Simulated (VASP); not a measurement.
# Cu3Re (P4/mmm) in VASP: a series of runs

Runs on Cu3Re. Level: PBE. Tasks: relaxation of cell and atoms.

All numbers are computed with VASP 6.6.1; they aren't measurements. Logs are shortened: lines on timing, memory, paths and dates and some standing lists are left out, and cuts for length are marked.

### Step 1. The cell of the first run

The structure is tetragonal, space group P4/mmm (No. 123). The conventional cell has a = 2.611 Å, b = 2.611 Å, c = 7.460 Å, α = 90.00°, β = 90.00°, γ = 90.00°. Within 3.4 Å of Cu (site symmetry 4mm) lie 8 Cu at 2.56 to 2.61 Å and 4 Re at 2.69 Å. Cu (site symmetry 4/mmm) has 12 Cu at 2.56 to 2.61 Å within 3.4 Å. Within 3.4 Å of Re (site symmetry 4/mmm) lie 4 Re at 2.61 Å and 8 Cu at 2.69 Å.

The cell was generated, and may not be a known phase.

### Step 2. Relaxation of cell and atoms, PBE

INCAR reads:

```
SYSTEM = Cu3Re
  PREC = Accurate
  ENCUT = 600
  EDIFF = 1E-6
  ISMEAR = 0
  SIGMA = 0.1
  LREAL = .FALSE.
  LASPH = .TRUE.
  NELM = 100
  ALGO = Fast
  ISIF = 3
  LWAVE = .FALSE.
  LCHARG = .FALSE.
  GGA = PE
  IBRION = 2
  NSW = 100
  EDIFFG = -0.01
```

KPOINTS reads:

```
Automatic mesh
0
G
  18 18 6
  0 0 0
```

POSCAR reads:

```
Cu3Re
1.0
    2.6110056306      0.0000000000      0.0000000000
    0.0000000000      2.6110056306      0.0000000000
    0.0000000000      0.0000000000      7.4597130500
Cu Re
3 1
Direct
    0.5000000000      0.5000000000      0.2378548960
    0.5000000000      0.5000000000      0.7621451040
    0.0000000000      0.0000000000      0.0000000000
    0.0000000000      0.0000000000      0.5000000000
```

Potentials or basis: VASP PAW PBE potentials, release 64 (Cu, Re).

Started as:

```sh
$ cat potpaw_PBE.64/Cu/POTCAR potpaw_PBE.64/Re/POTCAR > POTCAR
$ mpirun -np 1 vasp_std > vasp.out
```

OUTCAR:

```text
SYSTEM = Cu3Re
   PREC = Accurate
   ENCUT = 600
   EDIFF = 1E-6
   ISMEAR = 0
   LREAL = .FALSE.
   LASPH = .TRUE.
   NELM = 100
   ISIF = 3
   GGA = PE
   IBRION = 2
   NSW = 100
   EDIFFG = -0.01

 ion  position               nearest neighbor table
   1  0.500  0.500  0.238-   3 2.56   3 2.56   3 2.56   3 2.56   4 2.69   4 2.69   4 2.69   4 2.69

   2  0.500  0.500  0.762-   3 2.56   3 2.56   3 2.56   3 2.56   4 2.69   4 2.69   4 2.69   4 2.69

   3  0.000  0.000  0.000-   1 2.56   2 2.56   1 2.56   2 2.56   1 2.56   2 2.56   1 2.56   2 2.56

   4  0.000  0.000  0.500-   1 2.69   2 2.69   1 2.69   2 2.69   1 2.69   2 2.69   1 2.69   2 2.69

  LATTYP: Found a simple tetragonal cell.
 ALAT       =     2.6110056306
 C/A-ratio  =     2.8570267956

  Lattice vectors:

 A1 = (   2.6110056306,   0.0000000000,   0.0000000000)
 A2 = (   0.0000000000,   2.6110056306,   0.0000000000)
 A3 = (   0.0000000000,   0.0000000000,   7.4597130500)

Analysis of symmetry for initial positions (statically):
=====================================================================
 Subroutine PRICEL returns:
 Original cell was already a primitive cell.

 Routine SETGRP: Setting up the symmetry group for a
 simple tetragonal supercell.

 Subroutine GETGRP returns: Found 16 space group operations
 (whereof 16 operations were pure point group operations)
 out of a pool of 16 trial point group operations.

The static configuration has the point symmetry D_4h.

Analysis of symmetry for dynamics (positions and initial velocities):
=====================================================================
 Subroutine PRICEL returns:
 Original cell was already a primitive cell.

 Routine SETGRP: Setting up the symmetry group for a
 simple tetragonal supercell.

 Subroutine GETGRP returns: Found 16 space group operations
 (whereof 16 operations were pure point group operations)
 out of a pool of 16 trial point group operations.

The dynamic configuration has the point symmetry D_4h.

 Subroutine INISYM returns: Found 16 space group operations
 (whereof 16 operations are pure point group operations),
 and found     1 'primitive' translations

----------------------------------------------------------------------------------------

                                     Primitive cell

  volume of cell :      50.8555

  direct lattice vectors                    reciprocal lattice vectors
     2.611005631  0.000000000  0.000000000     0.382994195  0.000000000  0.000000000
     0.000000000  2.611005631  0.000000000     0.000000000  0.382994195  0.000000000
     0.000000000  0.000000000  7.459713050     0.000000000  0.000000000  0.134053414

  length of vectors
     2.611005631  2.611005631  7.459713050     0.382994195  0.382994195  0.134053414

  position of ions in fractional coordinates (direct lattice)
     0.500000000  0.500000000  0.237854896
     0.500000000  0.500000000  0.762145104
     0.000000000  0.000000000  0.000000000
     0.000000000  0.000000000  0.500000000

  ion indices of the primitive-cell ions
   primitive index   ion index
                 1           1
                 2           2
                 3           3
                 4           4

----------------------------------------------------------------------------------------

 KPOINTS: Automatic mesh

Automatic generation of k-mesh.
 Grid dimensions read from file:
 generate k-points for:   18   18    6

 Generating k-lattice:

  Cartesian coordinates                     Fractional coordinates (reciprocal lattice)
     0.021277455  0.000000000  0.000000000     0.055555556  0.000000000  0.000000000
     0.000000000  0.021277455  0.000000000     0.000000000  0.055555556  0.000000000
     0.000000000  0.000000000  0.022342236     0.000000000  0.000000000  0.166666667

  Length of vectors
     0.021277455  0.021277455  0.022342236

  Shift w.r.t. Gamma in fractional coordinates (k-lattice)
     0.000000000  0.000000000  0.000000000

 Subroutine IBZKPT returns following result:
 ===========================================

 Found    220 irreducible k-points:

 Following reciprocal coordinates:
            Coordinates               Weight
  0.000000  0.000000  0.000000      1.000000
  0.055556  0.000000  0.000000      4.000000
  0.111111  0.000000  0.000000      4.000000
  0.166667  0.000000  0.000000      4.000000
  0.222222  0.000000  0.000000      4.000000
  0.277778  0.000000  0.000000      4.000000
[... 16 lines left out ...]
  0.277778  0.111111  0.000000      8.000000
  0.333333  0.111111  0.000000      8.000000
 [... further k-points ...]
   k-points           NKPTS =    220   k-points in BZ     NKDIM =    220   number of bands    NBANDS=     24
   number of dos      NEDOS =    301   number of ions     NIONS =      4
   total plane-waves  NPLWV =  34560
   dimension x,y,z NGX =    24 NGY =   24 NGZ =   60
   dimension x,y,z NGXF=    48 NGYF=   48 NGZF=  120
   ions per type =               3   1
   NGX,Y,Z   is equivalent  to a cutoff of  15.28, 15.28, 13.37 a.u.
   NGXF,Y,Z  is equivalent  to a cutoff of  30.56, 30.56, 26.74 a.u.
 SYSTEM =  Cu3Re
   PREC   = accura    normal or accurate (medium, high low for compatibility)
   ISTART =      0    job   : 0-new  1-cont  2-samecut
   ICHARG =      2    charge: 1-file 2-atom 10-const
   ISPIN  =      1    spin polarized calculation?
   LNONCOLLINEAR =      F non collinear calculations
   LSORBIT =      F    spin-orbit coupling
   LASPH  =      T    aspherical Exc in radial PAW
   ENCUT  =  600.0 eV  44.10 Ry    6.64 a.u.   5.21  5.21 14.90*2*pi/ulx,y,z
   NELM   =    100;   NELMIN=  2; NELMDL= -5     # of ELM steps
   EDIFF  = 0.1E-05   stopping-criterion for ELM
   LREAL  =      F    real-space projection
   EDIFFG = -.1E-01   stopping-criterion for IOM
   NSW    =    100    number of steps for IOM
   IBRION =      2    ionic relax: 0-MD 1-quasi-New 2-CG
   NFREE  =      1    steps in history (QN), initial steepest desc. (CG)
   ISIF   =      3    stress and relaxation
   ISYM   =      2    0-nonsym 1-usesym 2-fastsym
   POTIM  = 0.5000    time-step for ionic-motion
   TEBEG  =    0.0;   TEEND  =   0.0 temperature during run
   PSTRESS=    0.0 pullay stress
   NELECT =      40.0000    total number of electrons
   NUPDOWN=      -1.0000    fix difference up-down
   EMIN   =  10.00;   EMAX   =-10.00  energy-range for DOS
   EFERMI =   0.00;   METHOD = LEGACY
   ISMEAR =     0;   SIGMA  =   0.10  broadening in eV -4-tet -1-fermi 0-gaus
   EFERMI_NEDOS =   21; number of points for ismear=-14 and -15
   IALGO  =     68    algorithm
   IMIX   =      4    mixing-type and parameters
     AMIX     =   0.40;   BMIX     =  1.00
     AMIX_MAG =   1.60;   BMIX_MAG =  1.00
  volume/ion in A,a.u.               =      12.71        85.80
  Fermi-wavevector in a.u.,A,eV,Ry     =   1.511178  2.855712 31.071060  2.283659
  Thomas-Fermi vector in A             =   2.621270
   LORBIT       =      0    0 simple, 1 ext, 2 COOP (PROOUT), +10 PAW based schemes
   GGA     = PE    functional components
   LHFCALC =     F    Hartree Fock is set to
   AEXX    =    0.0000 exact exchange contribution
   IVDW    =     0    specifies the selected vdW correction
   LEPSILON=     F    determine dielectric tensor
   LRPA    =     F    only Hartree local field effects (RPA)
 conjugate gradient relaxation of ions
 non-spin polarized calculation
 RMM-DIIS sequential band-by-band and
 Gauss-broadening in eV      SIGMA  =   0.10
  energy-cutoff  :      600.00
  volume of cell :       50.86
 maximum number of plane-waves:      1732
 NGX is ok and might be reduce to    24
   NGX = 11   NGY = 11   NGZ = 29

--------------------------------------- Ionic step        1  -------------------------------------------

 number of electron      40.0000013 magnetization

 Free energy of the ion-electron system (eV)
  ---------------------------------------------------
  ext. energy  EPLUGINS =         0.00000000
  ---------------------------------------------------
  free energy    TOTEN  =       -22.84766147 eV

  energy without entropy =      -22.83782227  energy(sigma->0) =      -22.84274187

------------------------ aborting loop because EDIFF is reached ----------------------------------------

  FORCE on cell =-STRESS in cart. coord.  units (eV):
  Direction    XX          YY          ZZ          XY          YZ          ZX
  --------------------------------------------------------------------------------------
  -------------------------------------------------------------------------------------
  Total        0.2476190      0.2476190      0.5571199      0.0000000      0.0000000      0.0000000
  in kB        7.8011171      7.8011171     17.5517931      0.0000000      0.0000000      0.0000000
  external PRESSURE =      11.0513424 kB  Pullay stress =       0.0000000 kB
[... 95 lines left out ...]
  FREE ENERGIE OF THE ION-ELECTRON SYSTEM (eV)
  ---------------------------------------------------
  free  energy   TOTEN  =       -22.8484301749 eV

  energy  without entropy=      -22.8385620347  energy(sigma->0) =      -22.84349610

[... ionic steps 4 to 12 ...]

--------------------------------------- Ionic step       13  -------------------------------------------

 number of electron      40.0000011 magnetization

------------------------ aborting loop because EDIFF is reached ----------------------------------------

  FORCE on cell =-STRESS in cart. coord.  units (eV):
  Direction    XX          YY          ZZ          XY          YZ          ZX
  --------------------------------------------------------------------------------------
  -------------------------------------------------------------------------------------
  Total       -0.0227125     -0.0227125     -0.0334947      0.0000000      0.0000000     -0.0000000
  in kB       -0.7117312     -0.7117312     -1.0496081      0.0000000      0.0000000     -0.0000000
  external PRESSURE =      -0.8243569 kB  Pullay stress =       0.0000000 kB
[... 61 lines left out ...]
  energy  without entropy=      -22.8397577030  energy(sigma->0) =      -22.84483082

--------------------------------------- Ionic step       15  -------------------------------------------

 number of electron      40.0000011 magnetization

 Free energy of the ion-electron system (eV)
  ---------------------------------------------------
  ext. energy  EPLUGINS =         0.00000000
  ---------------------------------------------------
  free energy    TOTEN  =       -22.84990341 eV

  energy without entropy =      -22.83975499  energy(sigma->0) =      -22.84482920

 E-fermi :   7.6992     XC(G=0): -12.9165

 val. band max:        7.6959665631   @ k =   0.3333   0.1111   0.0000
 cond. band min:       7.7039228141   @ k =   0.3889   0.3889   0.3333
 fundamental gap:      0.0079562510
 Fermi energy:         7.6991800440

 k-point     1 :       0.0000    0.0000    0.0000
  band No.  band energies     occupation
      1      -1.9926      2.00000
      2       0.3527      2.00000
      3       1.1569      2.00000
      4       2.3812      2.00000
      5       2.4177      2.00000
      6       3.6603      2.00000
[... 637 lines left out ...]
     23       9.1978      0.00000
     24      11.8350      0.00000

 [... further k-points ...]

------------------------ aborting loop because EDIFF is reached ----------------------------------------

  FORCE on cell =-STRESS in cart. coord.  units (eV):
  Direction    XX          YY          ZZ          XY          YZ          ZX
  --------------------------------------------------------------------------------------
  -------------------------------------------------------------------------------------
  Total        0.0244161      0.0244161      0.0103171      0.0000000      0.0000000      0.0000000
  in kB        0.7650735      0.7650735      0.3232830      0.0000000      0.0000000      0.0000000
  external PRESSURE =       0.6178100 kB  Pullay stress =       0.0000000 kB
[... 19 lines left out ...]
  FREE ENERGIE OF THE ION-ELECTRON SYSTEM (eV)
  ---------------------------------------------------
  free  energy   TOTEN  =       -22.8499034084 eV

  energy  without entropy=      -22.8397549853  energy(sigma->0) =      -22.84482920

 reached required accuracy - stopping structural energy minimisation
```

It took 57 min on 1 thread of Intel Xeon Platinum 8259CL at 2.50GHz (Skylake/Cascade Lake), shared host; peak memory 0.44 GiB.

Results:

```
Free energy                           : -22.8499 eV
Relaxed volume                        : 12.78 Å³/atom
Relaxed cell                          : a = 2.602 Å, b = 2.602 Å, c = 7.551 Å, α = 90.00°, β = 90.00°, γ = 90.00°
Space group after relaxing (to 0.1 Å) : P4/mmm (No. 123)
Energy gained by relaxing             : 0.6 meV/atom
Ionic steps                           : 15
Pressure after relaxing               : 0.1 GPa
Largest force after relaxing          : 0.008 eV/Å
Band gap on the k mesh                : zero (bands 20 and 21 overlap by 4.24 eV)
```

Forces on the atoms (eV/Å):
```
Cu   0.000  0.000  0.008
Cu   0.000  0.000 -0.008
Cu   0.000  0.000  0.000
Re   0.000  0.000  0.000
```

Step by step:
```csv
step,energy change (eV),largest force (eV/Å),pressure (GPa),volume (Å³)
1,0.0000,0.0163,1.11,50.86
2,0.0011,0.0408,-1.66,51.50
3,-0.0008,0.0016,-0.30,51.10
4,-0.0008,0.0027,-0.15,51.08
5,-0.0008,0.0043,-0.09,51.09
6,-0.0008,0.0061,-0.11,51.09
7,-0.0014,0.0063,-0.11,51.09
8,-0.0022,0.0140,0.06,51.09
9,-0.0022,0.0165,0.04,51.09
10,-0.0022,0.0169,0.09,51.09
11,-0.0022,0.0105,-0.30,51.16
12,-0.0022,0.0198,-0.14,51.14
13,-0.0022,0.0191,-0.08,51.13
14,-0.0022,0.0047,0.17,51.13
15,-0.0022,0.0084,0.06,51.13
```

Final structure:
```yaml
crystal:
  lattice:
    - [2.60224, 0.00000, 0.00000]
    - [0.00000, 2.60224, 0.00000]
    - [0.00000, 0.00000, 7.55075]
  atoms:
    - { symbol: Cu, position: [0.50000, 0.50000, 0.23814] }
    - { symbol: Cu, position: [0.50000, 0.50000, 0.76186] }
    - { symbol: Cu, position: [0.00000, 0.00000, 0.00000] }
    - { symbol: Re, position: [0.00000, 0.00000, 0.50000] }
```

Caveat: spin-orbit coupling is left out, which moves the levels of the heavy elements.

(Part 1 of 2 ends here.)

The gap in the log of VASP goes by the Fermi energy; the results here count the filled bands.